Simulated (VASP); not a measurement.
# MgS (Fm-3m) in VASP: single point with PBE

Aim: the single point of MgS with PBE.

Program: VASP 6.6.1. These are calculated values, not measurements. Logs are shortened: lines on timing, memory, paths and dates and some standing lists are left out, and cuts for length are marked.

**1. The cell of the first run**

It takes space group Fm-3m (No. 225, cubic). The conventional cell has a = 5.248 Å, b = 5.248 Å, c = 5.248 Å, α = 90.00°, β = 90.00°, γ = 90.00°. Mg (site symmetry m-3m) has 6 S at 2.62 Å within 3.5 Å. S (site symmetry m-3m) has 6 Mg at 2.62 Å within 3.5 Å.

**2. Single point, PBE**

INCAR

```
SYSTEM = MgS
PREC = Accurate
ENCUT = 520
EDIFF = 1E-7
ISMEAR = -1
SIGMA = 0.1
LREAL = .False.
LASPH = .True.
NELM = 100
ALGO = Normal
ISIF = 2
LWAVE = .False.
LCHARG = .False.
GGA = PE
NBANDS = 11
```

KPOINTS

```
Automatic mesh
0
Gamma
  8 8 8
  0 0 0
```

POSCAR

```
MgS
1.0
    0.0000000000      2.6238860000      2.6238860000
    2.6238860000      0.0000000000      2.6238860000
    2.6238860000      2.6238860000      0.0000000000
Mg S
1 1
Direct
    0.0000000000      0.0000000000      0.0000000000
    0.5000000000      0.5000000000      0.5000000000
```

Potentials or basis: VASP PAW PBE potentials, release 64 (Mg, S).

Command:

```bash
cat potpaw_PBE.64/Mg/POTCAR potpaw_PBE.64/S/POTCAR > POTCAR
mpirun -np 1 vasp_std > vasp.out
```

OUTCAR:

```text
SYSTEM = MgS
   PREC = Accurate
   ENCUT = 520
   EDIFF = 1E-7
   ISMEAR = -1
   LREAL = .False.
   LASPH = .True.
   NELM = 100
   ISIF = 2
   GGA = PE

 ion  position               nearest neighbor table
   1  0.000  0.000  0.000-   2 2.62   2 2.62   2 2.62   2 2.62   2 2.62   2 2.62
   2  0.500  0.500  0.500-   1 2.62   1 2.62   1 2.62   1 2.62   1 2.62   1 2.62

  LATTYP: Found a face centered cubic cell.
 ALAT       =     5.2477720000

  Lattice vectors:

 A1 = (   0.0000000000,   2.6238860000,   2.6238860000)
 A2 = (   2.6238860000,   0.0000000000,   2.6238860000)
 A3 = (   2.6238860000,   2.6238860000,   0.0000000000)

Analysis of symmetry for initial positions (statically):
=====================================================================
 Subroutine PRICEL returns:
 Original cell was already a primitive cell.

 Routine SETGRP: Setting up the symmetry group for a
 face centered cubic supercell.

 Subroutine GETGRP returns: Found 48 space group operations
 (whereof 48 operations were pure point group operations)
 out of a pool of 48 trial point group operations.

The static configuration has the point symmetry O_h .

Analysis of symmetry for dynamics (positions and initial velocities):
=====================================================================
 Subroutine PRICEL returns:
 Original cell was already a primitive cell.

 Routine SETGRP: Setting up the symmetry group for a
 face centered cubic supercell.

 Subroutine GETGRP returns: Found 48 space group operations
 (whereof 48 operations were pure point group operations)
 out of a pool of 48 trial point group operations.

The dynamic configuration has the point symmetry O_h .

 Subroutine INISYM returns: Found 48 space group operations
 (whereof 48 operations are pure point group operations),
 and found     1 'primitive' translations

----------------------------------------------------------------------------------------

                                     Primitive cell

  volume of cell :      36.1297

  direct lattice vectors                    reciprocal lattice vectors
     0.000000000  2.623886000  2.623886000    -0.190557059  0.190557059  0.190557059
     2.623886000  0.000000000  2.623886000     0.190557059 -0.190557059  0.190557059
     2.623886000  2.623886000  0.000000000     0.190557059  0.190557059 -0.190557059

  length of vectors
     3.710735167  3.710735167  3.710735167     0.330054508  0.330054508  0.330054508

  position of ions in fractional coordinates (direct lattice)
     0.000000000  0.000000000  0.000000000
     0.500000000  0.500000000  0.500000000

  ion indices of the primitive-cell ions
   primitive index   ion index
                 1           1
                 2           2

----------------------------------------------------------------------------------------

 KPOINTS: Automatic mesh

Automatic generation of k-mesh.
 Grid dimensions read from file:
 generate k-points for:    8    8    8

 Generating k-lattice:

  Cartesian coordinates                     Fractional coordinates (reciprocal lattice)
    -0.023819632  0.023819632  0.023819632     0.125000000  0.000000000  0.000000000
     0.023819632 -0.023819632  0.023819632     0.000000000  0.125000000  0.000000000
     0.023819632  0.023819632 -0.023819632     0.000000000  0.000000000  0.125000000

  Length of vectors
     0.041256814  0.041256814  0.041256814

  Shift w.r.t. Gamma in fractional coordinates (k-lattice)
     0.000000000  0.000000000  0.000000000

 Subroutine IBZKPT returns following result:
 ===========================================

 Found     29 irreducible k-points:

 Following reciprocal coordinates:
            Coordinates               Weight
  0.000000  0.000000  0.000000      1.000000
  0.125000  0.000000  0.000000      8.000000
  0.250000  0.000000  0.000000      8.000000
  0.375000  0.000000  0.000000      8.000000
  0.500000  0.000000  0.000000      4.000000
  0.125000  0.125000  0.000000      6.000000
[... 16 lines left out ...]
  0.500000  0.250000  0.125000     48.000000
 -0.375000  0.250000  0.125000     24.000000
 [... further k-points ...]
   k-points           NKPTS =     29   k-points in BZ     NKDIM =     29   number of bands    NBANDS=     11
   number of dos      NEDOS =    301   number of ions     NIONS =      2
   total plane-waves  NPLWV =  21952
   dimension x,y,z NGX =    28 NGY =   28 NGZ =   28
   dimension x,y,z NGXF=    56 NGYF=   56 NGZF=   56
   ions per type =               1   1
   NGX,Y,Z   is equivalent  to a cutoff of  12.54, 12.54, 12.54 a.u.
   NGXF,Y,Z  is equivalent  to a cutoff of  25.09, 25.09, 25.09 a.u.
 SYSTEM =  MgS
   PREC   = accura    normal or accurate (medium, high low for compatibility)
   ISTART =      0    job   : 0-new  1-cont  2-samecut
   ICHARG =      2    charge: 1-file 2-atom 10-const
   ISPIN  =      1    spin polarized calculation?
   LNONCOLLINEAR =      F non collinear calculations
   LSORBIT =      F    spin-orbit coupling
   LASPH  =      T    aspherical Exc in radial PAW
   ENCUT  =  520.0 eV  38.22 Ry    6.18 a.u.   6.90  6.90  6.90*2*pi/ulx,y,z
   NELM   =    100;   NELMIN=  2; NELMDL= -5     # of ELM steps
   EDIFF  = 0.1E-06   stopping-criterion for ELM
   LREAL  =      F    real-space projection
   EDIFFG = 0.1E-05   stopping-criterion for IOM
   NSW    =      0    number of steps for IOM
   IBRION =     -1    ionic relax: 0-MD 1-quasi-New 2-CG
   NFREE  =      0    steps in history (QN), initial steepest desc. (CG)
   ISIF   =      2    stress and relaxation
   ISYM   =      2    0-nonsym 1-usesym 2-fastsym
   POTIM  = 0.5000    time-step for ionic-motion
   TEBEG  =    0.0;   TEEND  =   0.0 temperature during run
   PSTRESS=    0.0 pullay stress
   NELECT =       8.0000    total number of electrons
   NUPDOWN=      -1.0000    fix difference up-down
   EMIN   =  10.00;   EMAX   =-10.00  energy-range for DOS
   EFERMI =   0.00;   METHOD = LEGACY
   ISMEAR =    -1;   SIGMA  =   0.10  broadening in eV -4-tet -1-fermi 0-gaus
   EFERMI_NEDOS =   21; number of points for ismear=-14 and -15
   IALGO  =     38    algorithm
   IMIX   =      4    mixing-type and parameters
     AMIX     =   0.40;   BMIX     =  1.00
     AMIX_MAG =   1.60;   BMIX_MAG =  1.00
  volume/ion in A,a.u.               =      18.06       121.91
  Fermi-wavevector in a.u.,A,eV,Ry     =   0.990413  1.871610 13.346211  0.980919
  Thomas-Fermi vector in A             =   2.122082
   LORBIT       =      0    0 simple, 1 ext, 2 COOP (PROOUT), +10 PAW based schemes
   GGA     = PE    functional components
   LHFCALC =     F    Hartree Fock is set to
   AEXX    =    0.0000 exact exchange contribution
   IVDW    =     0    specifies the selected vdW correction
   LEPSILON=     F    determine dielectric tensor
   LRPA    =     F    only Hartree local field effects (RPA)
 non-spin polarized calculation
  energy-cutoff  :      520.00
  volume of cell :       36.13
 maximum number of plane-waves:       982
   NGX = 13   NGY = 13   NGZ = 13

 number of electron       8.0000001 magnetization

 Free energy of the ion-electron system (eV)
  ---------------------------------------------------
  ext. energy  EPLUGINS =         0.00000000
  ---------------------------------------------------
  free energy    TOTEN  =        -8.50146841 eV

  energy without entropy =       -8.50146831  energy(sigma->0) =       -8.50146836

 E-fermi :   4.9446     XC(G=0):  -9.5834

 val. band max:        3.5007422041   @ k =   0.0000   0.0000   0.0000
 cond. band min:       6.2202048107   @ k =   0.5000   0.5000   0.0000
 fundamental gap:      2.7194626066
 Fermi energy:         4.9446119889

 k-point     1 :       0.0000    0.0000    0.0000
  band No.  band energies     occupation
      1      -9.0235      2.00000
      2       3.5007      2.00000
      3       3.5007      2.00000
      4       3.5007      2.00000
      5       7.0125      0.00000
      6      11.4698      0.00000
      7      11.4698      0.00000
      8      11.4698      0.00000
      9      13.8209      0.00000
     10      13.8209      0.00000
     11      15.9777      0.00000

 k-point     2 :       0.1250    0.0000    0.0000
  band No.  band energies     occupation
      1      -8.8787      2.00000
      2       2.4693      2.00000
      3       3.4051      2.00000
      4       3.4051      2.00000
      5       7.8246      0.00000
      6      11.1314      0.00000
      7      11.7044      0.00000
      8      11.7044      0.00000
      9      13.1675      0.00000
     10      13.1675      0.00000
     11      16.0052      0.00000

 k-point     3 :       0.2500    0.0000    0.0000
  band No.  band energies     occupation
      1      -8.4882      2.00000
      2       0.7567      2.00000
      3       3.1958      2.00000
      4       3.1958      2.00000
      5       8.3616      0.00000
      6      11.2910      0.00000
      7      11.2910      0.00000
      8      11.6638      0.00000
      9      13.7454      0.00000
     10      13.7454      0.00000
     11      15.2180      0.00000

 k-point     4 :       0.3750    0.0000    0.0000
  band No.  band energies     occupation
      1      -8.0152      2.00000
      2      -0.6388      2.00000
      3       3.0109      2.00000
      4       3.0109      2.00000
      5       8.1405      0.00000
      6      10.6225      0.00000
      7      10.6225      0.00000
      8      12.9973      0.00000
      9      14.9670      0.00000
     10      15.6724      0.00000
     11      15.6724      0.00000
[... 239 lines left out ...]
 k-point    22 :       0.3750    0.2500    0.1250
  band No.  band energies     occupation
      1      -8.1836      2.00000
      2       0.4999      2.00000
      3       2.1031      2.00000
      4       2.8558      2.00000
      5       9.1752      0.00000
      6      10.0117      0.00000
      7      10.5035      0.00000
      8      12.5835      0.00000
      9      13.5699      0.00000
     10      16.3572      0.00000
     11      18.1745      0.00000

 k-point    23 :       0.5000    0.2500    0.1250
  band No.  band energies     occupation
      1      -7.7856      2.00000
      2      -0.3052      2.00000
      3       1.5816      2.00000
      4       2.5539      2.00000
      5       9.0464      0.00000
      6       9.8382      0.00000
      7      11.2545      0.00000
      8      12.3764      0.00000
      9      15.0339      0.00000
     10      17.6037      0.00000
     11      18.2100      0.00000

 k-point    24 :      -0.3750    0.2500    0.1250
  band No.  band energies     occupation
      1      -7.5968      2.00000
      2      -0.6784      2.00000
      3       1.4415      2.00000
      4       2.3974      2.00000
      5       9.0065      0.00000
      6       9.5556      0.00000
      7      11.8361      0.00000
      8      12.7944      0.00000
      9      15.6539      0.00000
     10      16.5827      0.00000
     11      18.9073      0.00000

 [... further k-points ...]
[... 5 lines left out ...]
  --------------------------------------------------------------------------------------
  -------------------------------------------------------------------------------------
  Total       -0.2333735     -0.2333735     -0.2333735      0.0000000      0.0000000     -0.0000000
  in kB      -10.3489723    -10.3489723    -10.3489723      0.0000000      0.0000000     -0.0000000
  external PRESSURE =     -10.3489723 kB  Pullay stress =       0.0000000 kB

 VOLUME and BASIS-vectors are now :
 -----------------------------------------------------------------------------
  energy-cutoff  :      520.00
  volume of cell :       36.13
      direct lattice vectors                 reciprocal lattice vectors
     0.000000000  2.623886000  2.623886000    -0.190557059  0.190557059  0.190557059
     2.623886000  0.000000000  2.623886000     0.190557059 -0.190557059  0.190557059
     2.623886000  2.623886000  0.000000000     0.190557059  0.190557059 -0.190557059

 POSITION                                       TOTAL-FORCE (eV/Angst)
 -----------------------------------------------------------------------------------
      0.00000      0.00000      0.00000         0.000000     -0.000000      0.000000
      2.62389      2.62389      2.62389        -0.000000      0.000000      0.000000
 -----------------------------------------------------------------------------------
    total drift:                                0.000000      0.000000      0.000000

  FREE ENERGIE OF THE ION-ELECTRON SYSTEM (eV)
  ---------------------------------------------------
  free  energy   TOTEN  =        -8.5014684118 eV

  energy  without entropy=       -8.5014683059  energy(sigma->0) =       -8.50146836
```

Run time: 6.8 s. Hardware: 1 thread of Intel Xeon Platinum 8488C (Sapphire Rapids), shared host; peak memory 0.15 GiB.

What came out:

- Free energy: -8.5015 eV
- Pressure: -1.0 GPa
- Band gap on the k mesh: 2.72 eV, indirect (least direct gap 3.51 eV)

Levels at points of the mesh, in eV from the valence-band top:
```
           k point  band 1  band 2  band 3  band 4  band 5  band 6  band 7  band 8
(0.00, 0.00, 0.00)  -12.52    0.00    0.00    0.00    3.51    7.97    7.97    7.97
(0.50, 0.00, 0.00)  -11.28   -4.70   -0.56   -0.56    4.51    6.88    6.88    9.83
(0.50, 0.50, 0.00)  -10.93   -4.06   -1.63   -1.63    2.72    4.47   11.75   12.75
```

A k mesh can miss the band edges. Expect the measured gap to be larger: semilocal functionals such as PBE lack the derivative discontinuity.
